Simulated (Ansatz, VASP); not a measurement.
# Two plane-wave programs on SiC

File INCAR:

```
SYSTEM = SiC
ALGO = Normal ; EDIFF = 1E-6
ENCUT = 520 ; GGA = PE
ISIF = 2 ; ISMEAR = 0
LASPH = .True. ; LCHARG = .True.
LELF = .True. ; LREAL = Auto
LVHAR = .True. ; LWAVE = .False.
NBANDS = 46 ; NELM = 60
PREC = Accurate ; SIGMA = 0.05
```

The input KPOINTS:

```
k-points
0
Gamma
  6 6 6
  0 0 0
```

The input POSCAR:

```
SiC
1.0
    1.1185676313     -2.2098837344      5.1126112317
    1.1906772568     -3.5359568348     -5.8343460534
    3.0815721335      6.1917439120      0.6777960777
Si C
8 8
Direct
    0.3428877926      0.3329280640      0.1719607481
    0.8355568997      0.8334122983      0.1656911392
    0.3329873640      0.3283138607      0.6672437814
    0.8355156300      0.8334197451      0.6649195181
    0.9205531756      0.4100380974      0.3328751569
    0.4218020660      0.9147806438      0.3328929488
    0.9174087356      0.4217193635      0.8359442005
    0.4207335820      0.9140530358      0.8370721946
    0.5280186617      0.1405146609      0.1685590448
    0.0266109347      0.6491168700      0.1647675455
    0.5296803560      0.1475870151      0.6652819001
    0.0137258554      0.6350755326      0.6622150905
    0.1038832429      0.2239433690      0.3328303774
    0.6006079243      0.7293704417      0.3310706932
    0.1035384123      0.2239560848      0.8317806892
    0.6064893672      0.7217709173      0.8348949717
```

Input for Ansatz:

```yaml
crystal:
  lattice:
    - [1.1185676313, -2.2098837344, 5.1126112317]
    - [1.1906772568, -3.5359568348, -5.8343460534]
    - [3.0815721335, 6.191743912, 0.6777960777]
  atoms:
    - { symbol: Si, position: [0.3428877926, 0.332928064, 0.1719607481] }
    - { symbol: Si, position: [0.8355568997, 0.8334122983, 0.1656911392] }
    - { symbol: Si, position: [0.332987364, 0.3283138607, 0.6672437814] }
    - { symbol: Si, position: [0.83551563, 0.8334197451, 0.6649195181] }
    - { symbol: Si, position: [0.9205531756, 0.4100380974, 0.3328751569] }
    - { symbol: Si, position: [0.421802066, 0.9147806438, 0.3328929488] }
    - { symbol: Si, position: [0.9174087356, 0.4217193635, 0.8359442005] }
    - { symbol: Si, position: [0.420733582, 0.9140530358, 0.8370721946] }
    - { symbol: C, position: [0.5280186617, 0.1405146609, 0.1685590448] }
    - { symbol: C, position: [0.0266109347, 0.64911687, 0.1647675455] }
    - { symbol: C, position: [0.529680356, 0.1475870151, 0.6652819001] }
    - { symbol: C, position: [0.0137258554, 0.6350755326, 0.6622150905] }
    - { symbol: C, position: [0.1038832429, 0.223943369, 0.3328303774] }
    - { symbol: C, position: [0.6006079243, 0.7293704417, 0.3310706932] }
    - { symbol: C, position: [0.1035384123, 0.2239560848, 0.8317806892] }
    - { symbol: C, position: [0.6064893672, 0.7217709173, 0.8348949717] }
basis:
  ecutwfc: 420
kpoints:
  mp_grid: { grid: [6, 6, 6] }
hamiltonian:
  xc: pbe
scf:
  occupations: { method: gaussian, width: 0.05 }
output:
  forces: true
  stress: true
  eigenvalues: true
  write_density: true
  write_potential: true
  elf: true
  volumetric_format: npy
```

Change from the starting cell: all atoms moved at random, sigma 0.02 Å a component, cell strained at random, sigma 0.06.

Alike in both runs: task single point; functional PBE; k mesh 6 × 6 × 6; occupations gaussian, width 0.05 eV; no spin polarisation.

```csv
,VASP,Ansatz
version,VASP 6.6.1,Ansatz 0.2.0
potentials or method,"VASP PAW PBE potentials, release 64 (Si, C), cutoff 520 eV","scalar-relativistic, plane waves, PAW"
valence electrons in the cell,64,64
```

|  | VASP | Ansatz | Ansatz less VASP |
| --- | --- | --- | --- |
| gap on the k mesh at the Fermi level (eV) | none | none | - |
| pressure (GPa) | 11.2 | 11.2 | +0.03 |
| traceless stress, the component that is largest in VASP (GPa) | 70.45 | 70.33 | -0.121 |
| rms of the force components (eV/Å) | 2.697 | 2.699 | +0.0027 |

Atom by atom the forces differ by 0.009 eV/Å (rms over components). A gap of «none» marks a metal or a gap that the smearing closes.
